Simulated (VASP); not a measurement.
# SrMg in VASP: notebook

The runs below take SrMg through electric field gradients, with LDA.

Everything below comes from runs of VASP 6.6.1. Logs are shortened: lines on timing, memory, paths and dates and some standing lists are left out, and cuts for length are marked.

## Step 1: The cell of the first run

Symmetry: Pm-3m, No. 221, cubic system. The conventional cell has a = 3.976 Å, b = 3.976 Å, c = 3.976 Å, α = 90.00°, β = 90.00°, γ = 90.00°. Sr (site symmetry m-3m) has 8 Mg at 3.44 Å and 6 Sr at 3.98 Å within 4.5 Å. Mg (site symmetry m-3m) has 8 Sr at 3.44 Å and 6 Mg at 3.98 Å within 4.5 Å.

## Step 2: Electric field gradients, LDA (volume scaled by 1.06)

INCAR

```
PREC = Accurate
ENCUT = 520
EDIFF = 1E-8
ISMEAR = -1
SIGMA = 0.05
LREAL = False
LASPH = True
NELM = 100
ALGO = Normal
ISIF = 2
LWAVE = False
LCHARG = False
LEFG = True
NBANDS = 13
```

KPOINTS

```
Automatic mesh
0
Gamma
  9 9 9
```

POSCAR

```
SrMg
1.0
    3.9764900074      0.0000000000      0.0000000000
    0.0000000000      3.9764900074      0.0000000000
    0.0000000000      0.0000000000      3.9764900074
Sr Mg
1 1
Direct
    0.5000000000      0.5000000000      0.5000000000
    0.0000000000      0.0000000000      0.0000000000
```

Potentials or basis: VASP PAW LDA potentials, release 64 (Sr_sv, Mg).

Launch:

```sh
cat potpaw_LDA.64/Sr_sv/POTCAR potpaw_LDA.64/Mg/POTCAR > POTCAR
mpirun -np 1 vasp_std > vasp.out
```

OUTCAR:

```text
PREC = Accurate
   ENCUT = 520
   EDIFF = 1E-8
   ISMEAR = -1
   LREAL = False
   LASPH = True
   NELM = 100
   ISIF = 2

 ion  position               nearest neighbor table
   1  0.500  0.500  0.500-   2 3.44   2 3.44   2 3.44   2 3.44   2 3.44   2 3.44   2 3.44   2 3.44

   2  0.000  0.000  0.000-   1 3.44   1 3.44   1 3.44   1 3.44   1 3.44   1 3.44   1 3.44   1 3.44

  LATTYP: Found a simple cubic cell.
 ALAT       =     3.9764900074

  Lattice vectors:

 A1 = (   3.9764900074,   0.0000000000,   0.0000000000)
 A2 = (   0.0000000000,   3.9764900074,   0.0000000000)
 A3 = (   0.0000000000,   0.0000000000,   3.9764900074)

Analysis of symmetry for initial positions (statically):
=====================================================================
 Subroutine PRICEL returns:
 Original cell was already a primitive cell.

 Routine SETGRP: Setting up the symmetry group for a
 simple cubic supercell.

 Subroutine GETGRP returns: Found 48 space group operations
 (whereof 48 operations were pure point group operations)
 out of a pool of 48 trial point group operations.

The static configuration has the point symmetry O_h .

Analysis of symmetry for dynamics (positions and initial velocities):
=====================================================================
 Subroutine PRICEL returns:
 Original cell was already a primitive cell.

 Routine SETGRP: Setting up the symmetry group for a
 simple cubic supercell.

 Subroutine GETGRP returns: Found 48 space group operations
 (whereof 48 operations were pure point group operations)
 out of a pool of 48 trial point group operations.

The dynamic configuration has the point symmetry O_h .

 Subroutine INISYM returns: Found 48 space group operations
 (whereof 48 operations are pure point group operations),
 and found     1 'primitive' translations

----------------------------------------------------------------------------------------

                                     Primitive cell

  volume of cell :      62.8781

  direct lattice vectors                    reciprocal lattice vectors
     3.976490007  0.000000000  0.000000000     0.251478062  0.000000000  0.000000000
     0.000000000  3.976490007  0.000000000     0.000000000  0.251478062  0.000000000
     0.000000000  0.000000000  3.976490007     0.000000000  0.000000000  0.251478062

  length of vectors
     3.976490007  3.976490007  3.976490007     0.251478062  0.251478062  0.251478062

  position of ions in fractional coordinates (direct lattice)
     0.500000000  0.500000000  0.500000000
     0.000000000  0.000000000  0.000000000

  ion indices of the primitive-cell ions
   primitive index   ion index
                 1           1
                 2           2

----------------------------------------------------------------------------------------

 KPOINTS: Automatic mesh

Automatic generation of k-mesh.
 Grid dimensions read from file:
 generate k-points for:    9    9    9

 Generating k-lattice:

  Cartesian coordinates                     Fractional coordinates (reciprocal lattice)
     0.027942007  0.000000000  0.000000000     0.111111111  0.000000000  0.000000000
     0.000000000  0.027942007  0.000000000     0.000000000  0.111111111  0.000000000
     0.000000000  0.000000000  0.027942007     0.000000000  0.000000000  0.111111111

  Length of vectors
     0.027942007  0.027942007  0.027942007

  Shift w.r.t. Gamma in fractional coordinates (k-lattice)
     0.000000000  0.000000000  0.000000000

 Subroutine IBZKPT returns following result:
 ===========================================

 Found     35 irreducible k-points:

 Following reciprocal coordinates:
            Coordinates               Weight
  0.000000  0.000000  0.000000      1.000000
  0.111111  0.000000  0.000000      6.000000
  0.222222  0.000000  0.000000      6.000000
  0.333333  0.000000  0.000000      6.000000
  0.444444  0.000000  0.000000      6.000000
  0.111111  0.111111  0.000000     12.000000
[... 16 lines left out ...]
  0.333333  0.333333  0.111111     24.000000
  0.444444  0.333333  0.111111     48.000000
 [... further k-points ...]
   k-points           NKPTS =     35   k-points in BZ     NKDIM =     35   number of bands    NBANDS=     13
   number of dos      NEDOS =    301   number of ions     NIONS =      2
   total plane-waves  NPLWV =  27000
   dimension x,y,z NGX =    30 NGY =   30 NGZ =   30
   dimension x,y,z NGXF=    60 NGYF=   60 NGZF=   60
   ions per type =               1   1
   NGX,Y,Z   is equivalent  to a cutoff of  12.54, 12.54, 12.54 a.u.
   NGXF,Y,Z  is equivalent  to a cutoff of  25.08, 25.08, 25.08 a.u.
 SYSTEM =  unknown system
   PREC   = accura    normal or accurate (medium, high low for compatibility)
   ISTART =      0    job   : 0-new  1-cont  2-samecut
   ICHARG =      2    charge: 1-file 2-atom 10-const
   ISPIN  =      1    spin polarized calculation?
   LNONCOLLINEAR =      F non collinear calculations
   LSORBIT =      F    spin-orbit coupling
   LASPH  =      T    aspherical Exc in radial PAW
   ENCUT  =  520.0 eV  38.22 Ry    6.18 a.u.   7.39  7.39  7.39*2*pi/ulx,y,z
   NELM   =    100;   NELMIN=  2; NELMDL= -5     # of ELM steps
   EDIFF  = 0.1E-07   stopping-criterion for ELM
   LREAL  =      F    real-space projection
   EDIFFG = 0.1E-06   stopping-criterion for IOM
   NSW    =      0    number of steps for IOM
   IBRION =     -1    ionic relax: 0-MD 1-quasi-New 2-CG
   NFREE  =      0    steps in history (QN), initial steepest desc. (CG)
   ISIF   =      2    stress and relaxation
   ISYM   =      2    0-nonsym 1-usesym 2-fastsym
   POTIM  = 0.5000    time-step for ionic-motion
   TEBEG  =    0.0;   TEEND  =   0.0 temperature during run
   PSTRESS=    0.0 pullay stress
   NELECT =      12.0000    total number of electrons
   NUPDOWN=      -1.0000    fix difference up-down
   EMIN   =  10.00;   EMAX   =-10.00  energy-range for DOS
   EFERMI =   0.00;   METHOD = LEGACY
   ISMEAR =    -1;   SIGMA  =   0.05  broadening in eV -4-tet -1-fermi 0-gaus
   EFERMI_NEDOS =   21; number of points for ismear=-14 and -15
   IALGO  =     38    algorithm
   IMIX   =      4    mixing-type and parameters
     AMIX     =   0.40;   BMIX     =  1.00
     AMIX_MAG =   1.60;   BMIX_MAG =  1.00
  volume/ion in A,a.u.               =      31.44       212.16
  Fermi-wavevector in a.u.,A,eV,Ry     =   0.942545  1.781151 12.087290  0.888391
  Thomas-Fermi vector in A             =   2.070165
   LORBIT       =      0    0 simple, 1 ext, 2 COOP (PROOUT), +10 PAW based schemes
   GGA     = CA    functional components
   LHFCALC =     F    Hartree Fock is set to
   AEXX    =    0.0000 exact exchange contribution
   IVDW    =     0    specifies the selected vdW correction
   LEPSILON=     F    determine dielectric tensor
   LRPA    =     F    only Hartree local field effects (RPA)
 non-spin polarized calculation
  energy-cutoff  :      520.00
  volume of cell :       62.88
 maximum number of plane-waves:      1743
 NGX is ok and might be reduce to    30
   NGX = 15   NGY = 15   NGZ = 15

 number of electron      12.0000000 magnetization

 Free energy of the ion-electron system (eV)
  ---------------------------------------------------
  ext. energy  EPLUGINS =         0.00000000
  ---------------------------------------------------
  free energy    TOTEN  =        -3.90033895 eV

  energy without entropy =       -3.88736252  energy(sigma->0) =       -3.89385074

 E-fermi :   2.3600     XC(G=0):  -8.6518

 val. band max:        2.2100107324   @ k =   0.3333   0.3333   0.2222
 cond. band min:       2.3681450032   @ k =   0.2222   0.0000   0.0000
 fundamental gap:      0.1581342709
 Fermi energy:         2.3600018170

 k-point     1 :       0.0000    0.0000    0.0000
  band No.  band energies     occupation
      1     -33.1670      2.00000
      2     -15.2209      2.00000
      3     -15.2209      2.00000
      4     -15.2209      2.00000
      5      -2.7820      2.00000
      6       3.0220      0.00000
      7       3.0220      0.00000
      8       6.5599      0.00000
      9       6.5599      0.00000
     10       6.5599      0.00000
     11       7.2244      0.00000
     12       7.2244      0.00000
     13       7.2244      0.00000

 k-point     2 :       0.1111    0.0000    0.0000
  band No.  band energies     occupation
      1     -33.1654      2.00000
      2     -15.2512      2.00000
      3     -15.2182      2.00000
      4     -15.2182      2.00000
      5      -2.6345      2.00000
      6       2.9046      0.00004
      7       3.1043      0.00000
      8       6.0435      0.00000
      9       6.0435      0.00000
     10       6.3159      0.00000
     11       7.2663      0.00000
     12       7.7719      0.00000
     13       7.7719      0.00000

 k-point     3 :       0.2222    0.0000    0.0000
  band No.  band energies     occupation
      1     -33.1613      2.00000
      2     -15.3270      2.00000
      3     -15.2114      2.00000
      4     -15.2114      2.00000
      5      -2.2077      2.00000
      6       2.3681      0.91875
      7       3.3364      0.00000
      8       5.4014      0.00000
      9       5.4014      0.00000
     10       6.3300      0.00000
     11       7.3774      0.00000
     12       8.5347      0.00000
     13       8.5347      0.00000
[... 305 lines left out ...]
 k-point    23 :       0.3333    0.3333    0.1111
  band No.  band energies     occupation
      1     -33.1450      2.00000
      2     -15.3843      2.00000
      3     -15.3771      2.00000
      4     -15.2145      2.00000
      5      -0.5230      2.00000
      6       1.9116      1.99975
      7       2.5434      0.04977
      8       4.3073      0.00000
      9       4.9067      0.00000
     10       5.6834      0.00000
     11       8.1471      0.00000
     12       8.2528      0.00000
     13       8.8709      0.00000

 k-point    24 :       0.4444    0.3333    0.1111
  band No.  band energies     occupation
      1     -33.1421      2.00000
      2     -15.4317      2.00000
      3     -15.3729      2.00000
      4     -15.2092      2.00000
      5      -0.0829      2.00000
      6       1.4799      2.00000
      7       2.6855      0.00297
      8       3.9396      0.00000
      9       5.1921      0.00000
     10       5.6145      0.00000
     11       8.0168      0.00000
     12       8.4816      0.00000
     13       8.7462      0.00000

 [... further k-points ...]
[... 5 lines left out ...]
  --------------------------------------------------------------------------------------
  -------------------------------------------------------------------------------------
  Total        0.5570822      0.5570822      0.5570822      0.0000000      0.0000000      0.0000000
  in kB       14.1948295     14.1948295     14.1948295      0.0000000      0.0000000      0.0000000
  external PRESSURE =      14.1948295 kB  Pullay stress =       0.0000000 kB

 VOLUME and BASIS-vectors are now :
 -----------------------------------------------------------------------------
  energy-cutoff  :      520.00
  volume of cell :       62.88
      direct lattice vectors                 reciprocal lattice vectors
     3.976490007  0.000000000  0.000000000     0.251478062  0.000000000  0.000000000
     0.000000000  3.976490007  0.000000000     0.000000000  0.251478062  0.000000000
     0.000000000  0.000000000  3.976490007     0.000000000  0.000000000  0.251478062

 POSITION                                       TOTAL-FORCE (eV/Angst)
 -----------------------------------------------------------------------------------
      1.98825      1.98825      1.98825         0.000000      0.000000      0.000000
      0.00000      0.00000      0.00000         0.000000      0.000000      0.000000
 -----------------------------------------------------------------------------------
    total drift:                                0.000000      0.000000      0.000000

  FREE ENERGIE OF THE ION-ELECTRON SYSTEM (eV)
  ---------------------------------------------------
  free  energy   TOTEN  =        -3.9003389468 eV

  energy  without entropy=       -3.8873625243  energy(sigma->0) =       -3.89385074

 Electric field gradients (V/A^2)
---------------------------------------------------------------------
 ion       V_xx      V_yy      V_zz      V_xy      V_xz      V_yz
---------------------------------------------------------------------
   1       0.000     0.000    -0.000    -0.000     0.000    -0.000
   2       0.000    -0.000     0.000    -0.000    -0.000    -0.000
---------------------------------------------------------------------

 Electric field gradients after diagonalization (V/A^2)
 (convention: |V_zz| > |V_xx| > |V_yy|)
----------------------------------------------------------------------
 ion       V_xx      V_yy      V_zz     asymmetry (V_yy - V_xx)/ V_zz
----------------------------------------------------------------------
   1       0.000     0.000    -0.000       0.052
   2       0.000    -0.000     0.000      -0.396
----------------------------------------------------------------------

           NMR quadrupolar parameters

 Cq : quadrupolar parameter    Cq=e*Q*V_zz/h
 eta: asymmetry parameters     (V_yy - V_xx)/ V_zz
 Q  : nuclear electric quadrupole moment in mb (millibarn)
----------------------------------------------------------------------
 ion       Cq(MHz)       eta       Q (mb)
----------------------------------------------------------------------
   1      -0.000       0.052       1.000
   2       0.000      -0.396       1.000
----------------------------------------------------------------------
```

Run time: 23 s. Hardware: 1 thread of AMD EPYC 7R13 (Zen 3), shared host; peak memory 0.13 GiB.

What came out:

```
Free energy            : -3.9003 eV
Pressure               : 1.4 GPa
Band gap on the k mesh : zero (band 6 reaches 3.02 eV, above the bottom of band 7 at 1.68 eV)
```

Caveat: without QUAD_EFG the Cq values of the log hold for a quadrupole moment of 1 mb, not for the nuclei.

[end of part 1 of 3]
